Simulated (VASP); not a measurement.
# Ge (P6_422) in VASP: a series of runs

The runs below take Ge through single point, relaxation of cell and atoms, with PBE.

All numbers are computed with VASP 6.6.1; they aren't measurements. Logs are shortened: lines on timing, memory, paths and dates and some standing lists are left out, and cuts for length are marked.

## Step 1: The cell of the first run

It takes space group P6_422 (No. 181, hexagonal). Conventional cell: a = 3.877 Å, b = 3.877 Å, c = 4.245 Å, α = 90.00°, β = 90.00°, γ = 120.00°. Within 3.2 Å of Ge (site symmetry 222) lie 4 Ge at 2.40 Å.

## Step 2: Single point, PBE

INCAR

```
SYSTEM = Ge
PREC = Accurate
ENCUT = 520
EDIFF = 1E-7
ISMEAR = 0
SIGMA = 0.1
LREAL = .False.
LASPH = .True.
NELM = 80
ALGO = Normal
ISIF = 2
LWAVE = .False.
LCHARG = .False.
GGA = PE
NBANDS = 28
```

KPOINTS

```
regular mesh
0
Gamma
  6 6 4
  0 0 0
```

POSCAR

```
Ge
1.0
    3.8768777200      0.0000000000      0.0000000000
   -1.9384388600      3.3574746000      0.0000000000
    0.0000000000      0.0000000000      4.2452435700
Ge
3
Direct
    0.0000000000      0.5000000000      0.3333333300
    0.5000000000      0.5000000000      0.6666666700
    0.5000000000      0.0000000000      0.0000000000
```

Potentials or basis: VASP PAW PBE potentials, release 64 (Ge_d).

Started as:

```console
$ cat potpaw_PBE.64/Ge_d/POTCAR > POTCAR
$ mpirun -np 1 vasp_std > vasp.out
```

OUTCAR:

```text
SYSTEM = Ge
   PREC = Accurate
   ENCUT = 520
   EDIFF = 1E-7
   ISMEAR = 0
   LREAL = .False.
   LASPH = .True.
   NELM = 80
   ISIF = 2
   GGA = PE

 ion  position               nearest neighbor table
   1  0.000  0.500  0.333-   3 2.40   3 2.40   2 2.40   2 2.40
   2  0.500  0.500  0.667-   3 2.40   3 2.40   1 2.40   1 2.40
   3  0.500  0.000  0.000-   1 2.40   2 2.40   2 2.40   1 2.40

  LATTYP: Found a hexagonal cell.
 ALAT       =     3.8768777200
 C/A-ratio  =     1.0950161126

  Lattice vectors:

 A1 = (   3.8768777200,   0.0000000000,   0.0000000000)
 A2 = (  -1.9384388600,   3.3574746000,   0.0000000000)
 A3 = (   0.0000000000,   0.0000000000,   4.2452435700)

Analysis of symmetry for initial positions (statically):
=====================================================================
 Subroutine PRICEL returns:
 Original cell was already a primitive cell.

 Routine SETGRP: Setting up the symmetry group for a
 hexagonal supercell.

 Subroutine GETGRP returns: Found 12 space group operations
 (whereof  4 operations were pure point group operations)
 out of a pool of 24 trial point group operations.

The static configuration has the point symmetry D_2 .
 The point group associated with its full space group is D_6 .

Analysis of symmetry for dynamics (positions and initial velocities):
=====================================================================
 Subroutine PRICEL returns:
 Original cell was already a primitive cell.

 Routine SETGRP: Setting up the symmetry group for a
 hexagonal supercell.

 Subroutine GETGRP returns: Found 12 space group operations
 (whereof  4 operations were pure point group operations)
 out of a pool of 24 trial point group operations.

The dynamic configuration has the point symmetry D_2 .
 The point group associated with its full space group is D_6 .

 Subroutine INISYM returns: Found 12 space group operations
 (whereof  4 operations are pure point group operations),
 and found     1 'primitive' translations

----------------------------------------------------------------------------------------

                                     Primitive cell

  volume of cell :      55.2583

  direct lattice vectors                    reciprocal lattice vectors
     3.876877720  0.000000000  0.000000000     0.257939526  0.148921454  0.000000000
    -1.938438860  3.357474600  0.000000000     0.000000000  0.297842908  0.000000000
     0.000000000  0.000000000  4.245243570     0.000000000  0.000000000  0.235557744

[... 80 lines left out ...]
   NELM   =     80;   NELMIN=  2; NELMDL= -5     # of ELM steps
   EDIFF  = 0.1E-06   stopping-criterion for ELM
   LREAL  =      F    real-space projection
   EDIFFG = 0.1E-05   stopping-criterion for IOM
   NSW    =      0    number of steps for IOM
   IBRION =     -1    ionic relax: 0-MD 1-quasi-New 2-CG
   NFREE  =      0    steps in history (QN), initial steepest desc. (CG)
   ISIF   =      2    stress and relaxation
   ISYM   =      2    0-nonsym 1-usesym 2-fastsym
   POTIM  = 0.5000    time-step for ionic-motion
   TEBEG  =    0.0;   TEEND  =   0.0 temperature during run
   PSTRESS=    0.0 pullay stress
   NELECT =      42.0000    total number of electrons
   NUPDOWN=      -1.0000    fix difference up-down
   EMIN   =  10.00;   EMAX   =-10.00  energy-range for DOS
   EFERMI =   0.00;   METHOD = LEGACY
   ISMEAR =     0;   SIGMA  =   0.10  broadening in eV -4-tet -1-fermi 0-gaus
   EFERMI_NEDOS =   21; number of points for ismear=-14 and -15
   IALGO  =     38    algorithm
   IMIX   =      4    mixing-type and parameters
     AMIX     =   0.40;   BMIX     =  1.00
     AMIX_MAG =   1.60;   BMIX_MAG =  1.00
  volume/ion in A,a.u.               =      18.42       124.30
  Fermi-wavevector in a.u.,A,eV,Ry     =   1.494028  2.823304 30.369837  2.232120
  Thomas-Fermi vector in A             =   2.606353
   LORBIT       =      0    0 simple, 1 ext, 2 COOP (PROOUT), +10 PAW based schemes
   GGA     = PE    functional components
   LHFCALC =     F    Hartree Fock is set to
   AEXX    =    0.0000 exact exchange contribution
   IVDW    =     0    specifies the selected vdW correction
   LEPSILON=     F    determine dielectric tensor
   LRPA    =     F    only Hartree local field effects (RPA)
 non-spin polarized calculation
 Gauss-broadening in eV      SIGMA  =   0.10
  energy-cutoff  :      520.00
  volume of cell :       55.26
 maximum number of plane-waves:      1500
 NGX is ok and might be reduce to    30
   NGX = 15   NGY = 15   NGZ = 15

 number of electron      41.9999966 magnetization

 Free energy of the ion-electron system (eV)
  ---------------------------------------------------
  ext. energy  EPLUGINS =         0.00000000
  ---------------------------------------------------
  free energy    TOTEN  =       -12.59324586 eV

  energy without entropy =      -12.59142006  energy(sigma->0) =      -12.59233296

 E-fermi :   6.8573     XC(G=0): -11.1667

 val. band max:        6.7977893615   @ k =   0.0000   0.0000   0.2500
 cond. band min:       7.0055082395   @ k =   0.5000   0.0000   0.5000
 fundamental gap:      0.2077188780
 Fermi energy:         6.8572643792

 k-point     1 :       0.0000    0.0000    0.0000
  band No.  band energies     occupation
      1     -18.0321      2.00000
      2     -18.0321      2.00000
      3     -17.9650      2.00000
      4     -17.9650      2.00000
      5     -17.9552      2.00000
      6     -17.9358      2.00000
[... 640 lines left out ...]
     27      13.6495      0.00000
     28      18.4024      0.00000

------------------------ aborting loop because EDIFF is reached ----------------------------------------

  FORCE on cell =-STRESS in cart. coord.  units (eV):
  Direction    XX          YY          ZZ          XY          YZ          ZX
  --------------------------------------------------------------------------------------
  -------------------------------------------------------------------------------------
  Total        5.2275903      5.2275903      4.7353815     -0.0000000     -0.0000000      0.0000000
  in kB      151.5704974    151.5704980    137.2992296     -0.0000000     -0.0000000      0.0000000
  external PRESSURE =     146.8134083 kB  Pullay stress =       0.0000000 kB

 VOLUME and BASIS-vectors are now :
 -----------------------------------------------------------------------------
  energy-cutoff  :      520.00
  volume of cell :       55.26
      direct lattice vectors                 reciprocal lattice vectors
     3.876877720  0.000000000  0.000000000     0.257939526  0.148921454  0.000000000
    -1.938438860  3.357474600  0.000000000     0.000000000  0.297842908  0.000000000
     0.000000000  0.000000000  4.245243570     0.000000000  0.000000000  0.235557744

 POSITION                                       TOTAL-FORCE (eV/Angst)
 -----------------------------------------------------------------------------------
     -0.96922      1.67874      1.41508         0.000000      0.000000     -0.000000
      0.96922      1.67874      2.83016        -0.000000     -0.000000     -0.000000
      1.93844      0.00000      0.00000         0.000000      0.000000      0.000000
 -----------------------------------------------------------------------------------
    total drift:                               -0.000001     -0.000000     -0.000009

  FREE ENERGIE OF THE ION-ELECTRON SYSTEM (eV)
  ---------------------------------------------------
  free  energy   TOTEN  =       -12.5932458557 eV

  energy  without entropy=      -12.5914200616  energy(sigma->0) =      -12.59233296
```

OSZICAR:

```text
N       E                     dE             d eps       ncg     rms          rms(c)
DAV:   1     0.316373556089E+03    0.31637E+03   -0.21367E+04  1404   0.442E+03
DAV:   2     0.383173271269E+02   -0.27806E+03   -0.27147E+03  1176   0.715E+02
DAV:   3    -0.105939333259E+02   -0.48911E+02   -0.48531E+02  1292   0.182E+02
DAV:   4    -0.126720798753E+02   -0.20781E+01   -0.20726E+01  1380   0.451E+01
DAV:   5    -0.127074810945E+02   -0.35401E-01   -0.35398E-01  1328   0.636E+00    0.414E+00
DAV:   6    -0.126343363181E+02    0.73145E-01   -0.34584E-02  1640   0.247E+00    0.242E+00
DAV:   7    -0.125921066309E+02    0.42230E-01   -0.62884E-02  1416   0.296E+00    0.160E-01
DAV:   8    -0.125931683848E+02   -0.10618E-02   -0.14795E-02  1300   0.184E+00    0.591E-02
DAV:   9    -0.125932384405E+02   -0.70056E-04   -0.35511E-04  1352   0.185E-01    0.296E-02
DAV:  10    -0.125932443702E+02   -0.59297E-05   -0.41135E-05  1592   0.100E-01    0.980E-03
DAV:  11    -0.125932455229E+02   -0.11527E-05   -0.39569E-06  1576   0.258E-02    0.222E-03
DAV:  12    -0.125932458591E+02   -0.33619E-06   -0.40261E-07  1120   0.697E-03    0.515E-04
DAV:  13    -0.125932458557E+02    0.34051E-08   -0.74748E-08   788   0.343E-03
   1 F= -.12593246E+02 E0= -.12592333E+02  d E =-.182579E-02
```

stdout:

```text
POSCAR found type information on POSCAR Ge
 POSCAR found :  1 types and       3 ions
 scaLAPACK will be used
 LDA part: xc-table for (Slater+PW92), standard interpolation
 POSCAR, INCAR and KPOINTS ok, starting setup
 FFT: planning ... GRIDC
 FFT: planning ... GRID_SOFT
 FFT: planning ... GRID
 WAVECAR not read
 entering main loop
```

Run time: 23 s. Hardware: 1 thread of Intel Xeon Platinum 8488C (Sapphire Rapids), shared host; peak memory 0.17 GiB.

Results:

```yaml
Free_energy: -12.5932 eV
Pressure: 14.7 GPa
Band_gap_on_the_k_mesh: zero (band 21 reaches 7.23 eV, above the bottom of band 22 at 6.59 eV)
```

Caveat: the k points lie up to 0.37 Å⁻¹ apart.

## Step 3: Single point, PBE

This run uses another cell than the first one, of 21.66 Å³/atom, 1.176 times its volume.

INCAR

```
PREC     = Accurate       # precision mode
ENCUT    = 520            # plane-wave cutoff, eV
EDIFF    = 1E-6           # SCF threshold, eV
ISMEAR   = 0              # smearing method
SIGMA    = 0.1            # smearing width, eV
LREAL    = F              # projectors in reciprocal space
LASPH    = T              # aspherical terms in the spheres
NELM     = 60             # most SCF steps
ALGO     = Normal         # electronic algorithm
ISIF     = 2              # what is computed and relaxed
LWAVE    = F              # write WAVECAR
LCHARG   = T              # write CHGCAR
GGA      = PE             # functional
LELF     = T              # ELF
LVHAR    = T            
NBANDS   = 28             # bands
```

KPOINTS

```
Automatic mesh
0
Gamma
  6 6 4
```

POSCAR

```
Ge
1.0
    4.1292072943      0.0000000000      0.0000000000
   -2.0646036471      3.5759984143      0.0000000000
    0.0000000000      0.0000000000      4.4004830060
Ge
3
Direct
    0.0000000000      0.5000000000      0.3333333333
    0.5000000000      0.5000000000      0.6666666667
    0.5000000000      0.0000000000      0.0000000000
```

Potentials or basis: VASP PAW PBE potentials, release 64 (Ge_d).

Started as:

```console
$ cat potpaw_PBE.64/Ge_d/POTCAR > POTCAR
$ mpirun -np 1 vasp_std > vasp.out
```

Run time: 23 s. Hardware: 1 thread of Intel Xeon Platinum 8488C (Sapphire Rapids), shared host; peak memory 0.19 GiB.

Results (log left out):

- Free energy: -12.9905 eV
- Pressure: 0.1 GPa
- Band gap on the k mesh: zero (band 21 reaches 5.15 eV, above the bottom of band 22 at 4.72 eV)

Levels at points of the mesh, in eV from the Fermi level:
```
           k point  band 19  band 20  band 21  band 22  band 23  band 24
(0.00, 0.00, 0.00)    -2.69    -0.26    -0.26     1.25     1.25     5.09
(0.50, 0.00, 0.00)    -2.38    -2.35    -1.37     0.68     1.16     3.33
(0.00, 0.00, 0.50)    -0.95    -0.95    -0.08     0.76     2.42     2.42
(0.50, 0.00, 0.50)    -4.85    -1.52    -1.19    -0.13     1.56     6.22
```

(Part 1 of 2 ends here.)
